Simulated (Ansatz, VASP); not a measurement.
Two plane-wave programs on Co

```
CELL_PARAMETERS angstrom
0.00000 1.76057 1.76057
1.76057 0.00000 1.76057
1.76057 1.76057 0.00000
ATOMIC_POSITIONS crystal
Co 0.00000 0.00000 0.00000
```

Alike in both runs: task single point; functional PBE; k mesh 10 × 10 × 10; occupations gaussian, width 0.05 eV; collinear spin.

|  | VASP | Ansatz |
| --- | --- | --- |
| version | VASP 6.6.1 | Ansatz 0.2.0 |
| potentials or method | VASP PAW PBE potentials, release 64 (Co), cutoff 520 eV | scalar-relativistic, plane waves, PAW |
| valence electrons in the cell | 9 | 17 |

```tsv
	VASP	Ansatz	Ansatz less VASP
gap on the k mesh at the Fermi level (eV)	none	none	-
pressure (GPa)	0.2	1.2	+0.95
net moment per atom (μB)	1.71	1.73	+0.021
size of the moment on the site where the two differ most (μB)	1.73	1.79	+0.069
```

Site moments also hang on the region over which each program counts them. A gap of «none» marks a metal or a gap that the smearing closes. VASP's potentials hold 9 valence electrons a cell and Ansatz's 17, so a difference there can come from the potentials and not from the codes.
